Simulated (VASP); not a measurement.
# CdS (Fm-3m) in VASP: a series of runs

CdS is run at these levels: PBE; tasks: single point.

All numbers are computed with VASP 6.6.1; they aren't measurements. Logs are shortened: lines on timing, memory, paths and dates and some standing lists are left out, and cuts for length are marked.

### Step 1. The cell of the first run

Symmetry: Fm-3m, No. 225, cubic system. Conventional cell: a = 5.382 Å, b = 5.382 Å, c = 5.382 Å, α = 90.00°, β = 90.00°, γ = 90.00°. Cd (site symmetry m-3m) has 6 S at 2.69 Å within 3.5 Å. S (site symmetry m-3m) has 6 Cd at 2.69 Å within 3.5 Å.

### Step 2. Single point, PBE (volume changed by -6%)

File INCAR:

```
SYSTEM = CdS
  PREC = Accurate
  ENCUT = 520
  EDIFF = 1E-6
  ISMEAR = 0
  SIGMA = 0.01
  LREAL = .FALSE.
  LASPH = .TRUE.
  NELM = 60
  ALGO = Normal
  ISIF = 2
  LWAVE = .FALSE.
  LCHARG = .FALSE.
  GGA = PE
  NBANDS = 16
```

File KPOINTS:

```
Automatic mesh
0
G
  6 6 6
  0 0 0
```

File POSCAR:

```
CdS
1.0
    0.0000000000      2.6912157152      2.6912157152
    2.6912157152      0.0000000000      2.6912157152
    2.6912157152      2.6912157152      0.0000000000
Cd S
1 1
Direct
    0.0000000000      0.0000000000      0.0000000000
    0.5000000000      0.5000000000      0.5000000000
```

Potentials or basis: VASP PAW PBE potentials, release 64 (Cd, S).

Launch:

```bash
$ cat potpaw_PBE.64/Cd/POTCAR potpaw_PBE.64/S/POTCAR > POTCAR
$ mpirun -np 1 vasp_std > vasp.out
```

OUTCAR:

```text
SYSTEM = CdS
   PREC = Accurate
   ENCUT = 520
   EDIFF = 1E-6
   ISMEAR = 0
   LREAL = .FALSE.
   LASPH = .TRUE.
   NELM = 60
   ISIF = 2
   GGA = PE

 ion  position               nearest neighbor table
   1  0.000  0.000  0.000-   2 2.69   2 2.69   2 2.69   2 2.69   2 2.69   2 2.69
   2  0.500  0.500  0.500-   1 2.69   1 2.69   1 2.69   1 2.69   1 2.69   1 2.69

  LATTYP: Found a face centered cubic cell.
 ALAT       =     5.3824314304

  Lattice vectors:

 A1 = (   0.0000000000,   2.6912157152,   2.6912157152)
 A2 = (   2.6912157152,   0.0000000000,   2.6912157152)
 A3 = (   2.6912157152,   2.6912157152,   0.0000000000)

Analysis of symmetry for initial positions (statically):
=====================================================================
 Subroutine PRICEL returns:
 Original cell was already a primitive cell.

 Routine SETGRP: Setting up the symmetry group for a
 face centered cubic supercell.

 Subroutine GETGRP returns: Found 48 space group operations
 (whereof 48 operations were pure point group operations)
 out of a pool of 48 trial point group operations.

The static configuration has the point symmetry O_h .

Analysis of symmetry for dynamics (positions and initial velocities):
=====================================================================
 Subroutine PRICEL returns:
 Original cell was already a primitive cell.

 Routine SETGRP: Setting up the symmetry group for a
 face centered cubic supercell.

 Subroutine GETGRP returns: Found 48 space group operations
 (whereof 48 operations were pure point group operations)
 out of a pool of 48 trial point group operations.

The dynamic configuration has the point symmetry O_h .

 Subroutine INISYM returns: Found 48 space group operations
 (whereof 48 operations are pure point group operations),
 and found     1 'primitive' translations

----------------------------------------------------------------------------------------

                                     Primitive cell

  volume of cell :      38.9830

  direct lattice vectors                    reciprocal lattice vectors
     0.000000000  2.691215715  2.691215715    -0.185789640  0.185789640  0.185789640
     2.691215715  0.000000000  2.691215715     0.185789640 -0.185789640  0.185789640
     2.691215715  2.691215715  0.000000000     0.185789640  0.185789640 -0.185789640

  length of vectors
     3.805953764  3.805953764  3.805953764     0.321797097  0.321797097  0.321797097

  position of ions in fractional coordinates (direct lattice)
[... 8 lines left out ...]
----------------------------------------------------------------------------------------

 KPOINTS: Automatic mesh

Automatic generation of k-mesh.
 Grid dimensions read from file:
 generate k-points for:    6    6    6

 Generating k-lattice:

  Cartesian coordinates                     Fractional coordinates (reciprocal lattice)
    -0.030964940  0.030964940  0.030964940     0.166666667  0.000000000  0.000000000
     0.030964940 -0.030964940  0.030964940     0.000000000  0.166666667  0.000000000
     0.030964940  0.030964940 -0.030964940     0.000000000  0.000000000  0.166666667

  Length of vectors
     0.053632849  0.053632849  0.053632849

  Shift w.r.t. Gamma in fractional coordinates (k-lattice)
     0.000000000  0.000000000  0.000000000

 Subroutine IBZKPT returns following result:
 ===========================================

 Found     16 irreducible k-points:

 Following reciprocal coordinates:
            Coordinates               Weight
  0.000000  0.000000  0.000000      1.000000
  0.166667  0.000000  0.000000      8.000000
  0.333333  0.000000  0.000000      8.000000
  0.500000  0.000000  0.000000      4.000000
  0.166667  0.166667  0.000000      6.000000
  0.333333  0.166667  0.000000     24.000000
[... 8 lines left out ...]
 -0.333333  0.333333  0.166667     24.000000
 -0.333333  0.500000  0.166667     12.000000
   k-points           NKPTS =     16   k-points in BZ     NKDIM =     16   number of bands    NBANDS=     16
   number of dos      NEDOS =    301   number of ions     NIONS =      2
   total plane-waves  NPLWV =  21952
   dimension x,y,z NGX =    28 NGY =   28 NGZ =   28
   dimension x,y,z NGXF=    56 NGYF=   56 NGZF=   56
   ions per type =               1   1
   NGX,Y,Z   is equivalent  to a cutoff of  12.23, 12.23, 12.23 a.u.
   NGXF,Y,Z  is equivalent  to a cutoff of  24.46, 24.46, 24.46 a.u.
 SYSTEM =  CdS
   PREC   = accura    normal or accurate (medium, high low for compatibility)
   ISTART =      0    job   : 0-new  1-cont  2-samecut
   ICHARG =      2    charge: 1-file 2-atom 10-const
   ISPIN  =      1    spin polarized calculation?
   LNONCOLLINEAR =      F non collinear calculations
   LSORBIT =      F    spin-orbit coupling
   LASPH  =      T    aspherical Exc in radial PAW
   ENCUT  =  520.0 eV  38.22 Ry    6.18 a.u.   7.08  7.08  7.08*2*pi/ulx,y,z
   NELM   =     60;   NELMIN=  2; NELMDL= -5     # of ELM steps
   EDIFF  = 0.1E-05   stopping-criterion for ELM
   LREAL  =      F    real-space projection
   EDIFFG = 0.1E-04   stopping-criterion for IOM
   NSW    =      0    number of steps for IOM
   IBRION =     -1    ionic relax: 0-MD 1-quasi-New 2-CG
   NFREE  =      0    steps in history (QN), initial steepest desc. (CG)
   ISIF   =      2    stress and relaxation
   ISYM   =      2    0-nonsym 1-usesym 2-fastsym
   POTIM  = 0.5000    time-step for ionic-motion
   TEBEG  =    0.0;   TEEND  =   0.0 temperature during run
   PSTRESS=    0.0 pullay stress
   NELECT =      18.0000    total number of electrons
   NUPDOWN=      -1.0000    fix difference up-down
   EMIN   =  10.00;   EMAX   =-10.00  energy-range for DOS
   EFERMI =   0.00;   METHOD = LEGACY
   ISMEAR =     0;   SIGMA  =   0.01  broadening in eV -4-tet -1-fermi 0-gaus
   EFERMI_NEDOS =   21; number of points for ismear=-14 and -15
   IALGO  =     38    algorithm
   IMIX   =      4    mixing-type and parameters
     AMIX     =   0.40;   BMIX     =  1.00
     AMIX_MAG =   1.60;   BMIX_MAG =  1.00
  volume/ion in A,a.u.               =      19.49       131.54
  Fermi-wavevector in a.u.,A,eV,Ry     =   1.265340  2.391145 21.784080  1.601085
  Thomas-Fermi vector in A             =   2.398598
   LORBIT       =      0    0 simple, 1 ext, 2 COOP (PROOUT), +10 PAW based schemes
   GGA     = PE    functional components
   LHFCALC =     F    Hartree Fock is set to
   AEXX    =    0.0000 exact exchange contribution
   IVDW    =     0    specifies the selected vdW correction
   LEPSILON=     F    determine dielectric tensor
   LRPA    =     F    only Hartree local field effects (RPA)
 non-spin polarized calculation
 Gauss-broadening in eV      SIGMA  =   0.01
  energy-cutoff  :      520.00
  volume of cell :       38.98
 maximum number of plane-waves:      1067
   NGX = 15   NGY = 15   NGZ = 15

 number of electron      18.0000008 magnetization

 Free energy of the ion-electron system (eV)
  ---------------------------------------------------
  ext. energy  EPLUGINS =         0.00000000
  ---------------------------------------------------
  free energy    TOTEN  =        -5.82408853 eV

  energy without entropy =       -5.82408853  energy(sigma->0) =       -5.82408853

 E-fermi :   3.4578     XC(G=0): -10.6430

 val. band max:        3.4118209362   @ k =   0.5000   0.0000   0.0000
 cond. band min:       3.6521450652   @ k =   0.5000   0.5000   0.0000
 fundamental gap:      0.2403241289
 Fermi energy:         3.4577576298

 k-point     1 :       0.0000    0.0000    0.0000
  band No.  band energies     occupation
      1      -9.7444      2.00000
      2      -4.3261      2.00000
      3      -4.3261      2.00000
      4      -4.3255      2.00000
      5      -4.3255      2.00000
      6      -4.3255      2.00000
[... 8 lines left out ...]
     15      15.1807      0.00000
     16      15.1807      0.00000

 k-point     2 :       0.1667    0.0000    0.0000
  band No.  band energies     occupation
      1      -9.4888      2.00000
      2      -4.4199      2.00000
      3      -4.4199      2.00000
      4      -4.3606      2.00000
      5      -4.2676      2.00000
      6      -4.2676      2.00000
[... 8 lines left out ...]
     15      13.8194      0.00000
     16      14.6135      0.00000

 k-point     3 :       0.3333    0.0000    0.0000
  band No.  band energies     occupation
      1      -8.8727      2.00000
      2      -4.5971      2.00000
      3      -4.5971      2.00000
      4      -4.5044      2.00000
      5      -4.1488      2.00000
      6      -4.1488      2.00000
[... 8 lines left out ...]
     15      15.1332      0.00000
     16      15.1332      0.00000

 k-point     4 :       0.5000    0.0000    0.0000
  band No.  band energies     occupation
      1      -8.4779      2.00000
      2      -4.6811      2.00000
      3      -4.6811      2.00000
      4      -4.6620      2.00000
      5      -4.0879      2.00000
      6      -4.0879      2.00000
[... 8 lines left out ...]
     15      16.4775      0.00000
     16      16.4775      0.00000
[... 172 lines left out ...]
 k-point    14 :       0.5000    0.3333    0.1667
  band No.  band energies     occupation
      1      -8.7053      2.00000
      2      -4.4827      2.00000
      3      -4.4108      2.00000
      4      -4.4092      2.00000
      5      -4.1097      2.00000
      6      -3.9660      2.00000
[... 8 lines left out ...]
     15      17.5921      0.00000
     16      18.8809      0.00000

 k-point    15 :      -0.3333    0.3333    0.1667
  band No.  band energies     occupation
      1      -8.5572      2.00000
      2      -4.5508      2.00000
      3      -4.3793      2.00000
      4      -4.3426      2.00000
      5      -4.0549      2.00000
      6      -3.7646      2.00000
[... 8 lines left out ...]
     15      16.4568      0.00000
     16      18.3439      0.00000

 k-point    16 :      -0.3333    0.5000    0.1667
  band No.  band energies     occupation
      1      -8.6277      2.00000
      2      -4.4332      2.00000
      3      -4.4099      2.00000
      4      -4.1986      2.00000
      5      -4.0123      2.00000
      6      -3.3987      2.00000
[... 8 lines left out ...]
     15      17.4734      0.00000
     16      18.1493      0.00000

------------------------ aborting loop because EDIFF is reached ----------------------------------------

  FORCE on cell =-STRESS in cart. coord.  units (eV):
  Direction    XX          YY          ZZ          XY          YZ          ZX
  --------------------------------------------------------------------------------------
  -------------------------------------------------------------------------------------
  Total        1.3949293      1.3949293      1.3949293     -0.0000000      0.0000000      0.0000000
  in kB       57.3307003     57.3307003     57.3307003     -0.0000000      0.0000000      0.0000000
  external PRESSURE =      57.3307003 kB  Pullay stress =       0.0000000 kB

 VOLUME and BASIS-vectors are now :
 -----------------------------------------------------------------------------
  energy-cutoff  :      520.00
  volume of cell :       38.98
      direct lattice vectors                 reciprocal lattice vectors
     0.000000000  2.691215715  2.691215715    -0.185789640  0.185789640  0.185789640
     2.691215715  0.000000000  2.691215715     0.185789640 -0.185789640  0.185789640
     2.691215715  2.691215715  0.000000000     0.185789640  0.185789640 -0.185789640

 POSITION                                       TOTAL-FORCE (eV/Angst)
 -----------------------------------------------------------------------------------
      0.00000      0.00000      0.00000         0.000000      0.000000      0.000000
      2.69122      2.69122      2.69122         0.000000      0.000000     -0.000000
 -----------------------------------------------------------------------------------
    total drift:                                0.000000      0.000000      0.000000

  FREE ENERGIE OF THE ION-ELECTRON SYSTEM (eV)
  ---------------------------------------------------
  free  energy   TOTEN  =        -5.8240885324 eV

  energy  without entropy=       -5.8240885324  energy(sigma->0) =       -5.82408853
```

It took 6.3 s on 1 thread of Intel Xeon Platinum 8559C (Emerald Rapids), shared host; peak memory 0.15 GiB.

What came out:

- Free energy: -5.8241 eV
- Pressure: 5.7 GPa
- Band gap on the k mesh: 0.24 eV, indirect (least direct gap 1.99 eV)

Levels at points of the mesh, in eV from the valence-band top:
```tsv
k point	band 7	band 8	band 9	band 10	band 11	band 12
(0.00, 0.00, 0.00)	-0.85	-0.85	-0.85	1.14	9.24	9.24
(0.50, 0.00, 0.00)	-5.08	0.00	0.00	3.47	5.87	5.87
(0.50, 0.50, 0.00)	-4.58	-2.34	-2.34	0.24	5.96	10.19
```

 A k mesh can miss the band edges.

### Step 3. Single point, PBE (volume changed by -3%)

File INCAR:

```
ALGO     = Normal         # electronic algorithm
EDIFF    = 1E-6           # SCF threshold, eV
ENCUT    = 520            # plane-wave cutoff, eV
GGA      = PE             # functional
ISIF     = 2              # what is computed and relaxed
ISMEAR   = 0              # smearing method
LASPH    = True           # aspherical terms in the spheres
LCHARG   = True           # write CHGCAR
LELF     = True           # ELF
LREAL    = False          # projectors in reciprocal space
LVHAR    = True         
LWAVE    = False          # write WAVECAR
NBANDS   = 16             # bands
NELM     = 100            # most SCF steps
PREC     = Accurate       # precision mode
SIGMA    = 0.01           # smearing width, eV
```

File KPOINTS:

```
k-points
0
Gamma
  6 6 6
```

File POSCAR:

```
CdS
1.0
    0.0000000000      2.7195463836      2.7195463836
    2.7195463836      0.0000000000      2.7195463836
    2.7195463836      2.7195463836      0.0000000000
Cd S
1 1
Direct
    0.0000000000      0.0000000000      0.0000000000
    0.5000000000      0.5000000000      0.5000000000
```

Potentials or basis: VASP PAW PBE potentials, release 64 (Cd, S).

Launch:

```bash
$ cat potpaw_PBE.64/Cd/POTCAR potpaw_PBE.64/S/POTCAR > POTCAR
$ mpirun -np 1 vasp_std > vasp.out
```

OUTCAR:

```text
EDIFF = 1E-6
   ENCUT = 520
   GGA = PE
   ISIF = 2
   ISMEAR = 0
   LASPH = True
   LREAL = False
   NELM = 100
   PREC = Accurate

 ion  position               nearest neighbor table
   1  0.000  0.000  0.000-   2 2.72   2 2.72   2 2.72   2 2.72   2 2.72   2 2.72
   2  0.500  0.500  0.500-   1 2.72   1 2.72   1 2.72   1 2.72   1 2.72   1 2.72

  LATTYP: Found a face centered cubic cell.
 ALAT       =     5.4390927672

  Lattice vectors:

 A1 = (   0.0000000000,   2.7195463836,   2.7195463836)
[... 480 lines left out ...]
------------------------ aborting loop because EDIFF is reached ----------------------------------------

  FORCE on cell =-STRESS in cart. coord.  units (eV):
  Direction    XX          YY          ZZ          XY          YZ          ZX
  --------------------------------------------------------------------------------------
  -------------------------------------------------------------------------------------
  Total        0.7149992      0.7149992      0.7149992     -0.0000000      0.0000000     -0.0000000
  in kB       28.4771634     28.4771634     28.4771634     -0.0000000      0.0000000     -0.0000000
  external PRESSURE =      28.4771634 kB  Pullay stress =       0.0000000 kB

 VOLUME and BASIS-vectors are now :
 -----------------------------------------------------------------------------
  energy-cutoff  :      520.00
  volume of cell :       40.23
      direct lattice vectors                 reciprocal lattice vectors
     0.000000000  2.719546384  2.719546384    -0.183854191  0.183854191  0.183854191
     2.719546384  0.000000000  2.719546384     0.183854191 -0.183854191  0.183854191
     2.719546384  2.719546384  0.000000000     0.183854191  0.183854191 -0.183854191

 POSITION                                       TOTAL-FORCE (eV/Angst)
 -----------------------------------------------------------------------------------
      0.00000      0.00000      0.00000         0.000000      0.000000     -0.000000
      2.71955      2.71955      2.71955         0.000000      0.000000      0.000000
 -----------------------------------------------------------------------------------
    total drift:                               -0.000000      0.000000      0.000000

  FREE ENERGIE OF THE ION-ELECTRON SYSTEM (eV)
  ---------------------------------------------------
  free  energy   TOTEN  =        -5.8573453141 eV

  energy  without entropy=       -5.8573453141  energy(sigma->0) =       -5.85734531
```

stdout:

```text
POSCAR found type information on POSCAR CdS
 POSCAR found :  2 types and       2 ions
 scaLAPACK will be used
 LDA part: xc-table for (Slater+PW92), standard interpolation
 POSCAR, INCAR and KPOINTS ok, starting setup
 FFT: planning ... GRIDC
 FFT: planning ... GRID_SOFT
 FFT: planning ... GRID
 WAVECAR not read
 entering main loop
```

Wall time 9.6 s (1 thread of Intel Xeon Platinum 8559C (Emerald Rapids), shared host); peak memory 0.16 GiB.

Results:

```
Free energy            : -5.8573 eV
Pressure               : 2.8 GPa
Band gap on the k mesh : 0.25 eV, indirect (least direct gap 1.77 eV)
```

[end of part 1 of 2]
